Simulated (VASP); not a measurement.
Wanted: the native input for a VASP 6.6.1 run.

- Task: single point
- Functional: PBE0
- Potentials or basis: VASP PAW PBE potentials, release 64 (K_sv, I)
- Cutoff: 520 eV
- k mesh: 4 × 4 × 4
- Occupations: gaussian, width 0.01 eV
- Spin: no spin polarisation
- Dipole correction: no
- Grid for exact exchange (PRECFOCK): Normal
- Further INCAR settings: ALGO = Normal; EDIFF = 1e-06; NBANDS = 15
- Share of exact exchange: 0.25

KI:

```
K I
1.0
     0.00000    3.54428    3.54428
     3.54428    0.00000    3.54428
     3.54428    3.54428    0.00000
K I
1 1
Direct
  0.00000 0.00000 0.00000
  0.50000 0.50000 0.50000
```

These files were run (other wordings do the same):

POSCAR

```
KI
1.0
    0.0000000000      3.5442842980      3.5442842980
    3.5442842980      0.0000000000      3.5442842980
    3.5442842980      3.5442842980      0.0000000000
K I
1 1
Direct
    0.0000000000      0.0000000000      0.0000000000
    0.5000000000      0.5000000000      0.5000000000
```

INCAR.step1

```
PREC     = Accurate       # precision mode
ENCUT    = 520            # plane-wave cutoff, eV
EDIFF    = 1E-5           # SCF threshold, eV
ISMEAR   = 0              # smearing method
SIGMA    = 0.01           # smearing width, eV
LREAL    = False          # projectors in reciprocal space
LASPH    = True           # aspherical terms in the spheres
NELM     = 60             # most SCF steps
ALGO     = Normal         # electronic algorithm
ISIF     = 2              # what is computed and relaxed
LWAVE    = True           # write WAVECAR
LCHARG   = False          # write CHGCAR
GGA      = PE             # functional
NBANDS   = 15             # bands
```

INCAR.step2

```
PREC     = Accurate       # precision mode
ENCUT    = 520            # plane-wave cutoff, eV
EDIFF    = 1E-6           # SCF threshold, eV
ISMEAR   = 0              # smearing method
SIGMA    = 0.01           # smearing width, eV
LREAL    = False          # projectors in reciprocal space
LASPH    = True           # aspherical terms in the spheres
NELM     = 60             # most SCF steps
ALGO     = Normal         # electronic algorithm
ISIF     = 2              # what is computed and relaxed
LWAVE    = False          # write WAVECAR
LCHARG   = False          # write CHGCAR
GGA      = PE             # functional
LHFCALC  = True           # exact exchange
AEXX     = 0.25           # exact-exchange fraction
PRECFOCK = Normal       
ISTART   = 1            
NBANDS   = 15             # bands
```

KPOINTS

```
Automatic mesh
0
Gamma
  4 4 4
```

Potentials or basis: VASP PAW PBE potentials, release 64 (K_sv, I).

The run is started by

```bash
$ cat potpaw_PBE.64/K_sv/POTCAR potpaw_PBE.64/I/POTCAR > POTCAR
$ cp INCAR.step1 INCAR
$ mpirun -np 1 vasp_std > vasp.out
$ cp INCAR.step2 INCAR
$ mpirun -np 1 vasp_std > vasp.out
```

Results of the run:

```
Pressure               : 0.2 GPa
Band gap on the k mesh : 5.64 eV
```

Caveat: the PAW data sets were made with another functional, which shifts forces and pressure a little; spin-orbit coupling is left out, which moves the levels of the heavy elements.

Run time: 6.2 min on 1 thread of Intel(R) Xeon(R) Platinum 8559C (Emerald Rapids), on a shared host, peak memory 0.25 GiB.
